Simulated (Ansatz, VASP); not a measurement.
This is a calculation of TiB2 for Ansatz 0.2.0.

The input input.yaml:

```yaml
crystal:
  lattice:
    - [3.0292, 0.0, 0.0]
    - [-1.5146, 2.6233641531, 0.0]
    - [0.0, 0.0, 3.2284]
  atoms:
    - { symbol: Ti, position: [0.0, 0.0, 0.0] }
    - { symbol: B, position: [0.6666666667, 0.3333333333, 0.5] }
    - { symbol: B, position: [0.3333333333, 0.6666666667, 0.5] }
hamiltonian:
  xc: blyp
  pseudopotentials: { kind: paw }
kpoints:
  mp_grid: { grid: [10, 10, 8] }
scf:
  occupations: { method: fermi_dirac, width: 0.05 }
output:
  forces: true
  stress: true
relax:
  f_tol: 0.01
  max_steps: 40
  cell: { stress_tol: 0.05 }
```

Potentials or basis: Ansatz PAW.

Run with:

```sh
$ ansatz run input.yaml --threads 2 --pin off --max-ram 5632MiB --backend cpu --events-out ev --progress --plain --runs-dir out
```

Q: Set up the same calculation for VASP 6.6.1. Potentials there: VASP PAW PBE potentials, release 64 (Ti_sv, B).

A: As run (the cutoff follows the program's own potentials):

Contents of INCAR:

```
PREC = Accurate
ENCUT = 600
EDIFF = 1E-6
ISMEAR = -1
SIGMA = 0.05
LREAL = False
LASPH = True
NELM = 60
ALGO = Normal
ISIF = 3
LWAVE = False
LCHARG = False
GGA = B5
ALDAX = 1.0
AGGAX = 1.0
AGGAC = 1.0
ALDAC = 0.0
IBRION = 2
NSW = 60
EDIFFG = -0.01
```

Contents of KPOINTS:

```
Automatic mesh
0
Gamma
  10 10 8
```

POSCAR

```
TiB2
1.0
    3.0292000000      0.0000000000      0.0000000000
   -1.5146000000      2.6233641531      0.0000000000
    0.0000000000      0.0000000000      3.2284000000
Ti B
1 2
Direct
    0.0000000000      0.0000000000      0.0000000000
    0.6666666667      0.3333333333      0.5000000000
    0.3333333333      0.6666666667      0.5000000000
```

Potentials or basis: VASP PAW PBE potentials, release 64 (Ti_sv, B).

Run with:

```console
$ cat potpaw_PBE.64/Ti_sv/POTCAR potpaw_PBE.64/B/POTCAR > POTCAR
$ mpirun -np 1 vasp_std > vasp.out
```

Both were run:

|  | VASP | Ansatz | Ansatz less VASP |
| --- | --- | --- | --- |
| relaxed volume (Å³/atom) | 8.81 | 8.80 | -0.011 |
| relaxed cell length with the largest relative difference (Å) | 3.296 | 3.294 | -0.0027 |

VASP's potentials were made for PBE, not for BLYP.

Noted on Ansatz's run: the plane-wave basis is chosen anew once the cell has moved, so the energies of steps on either side of that aren't comparable.
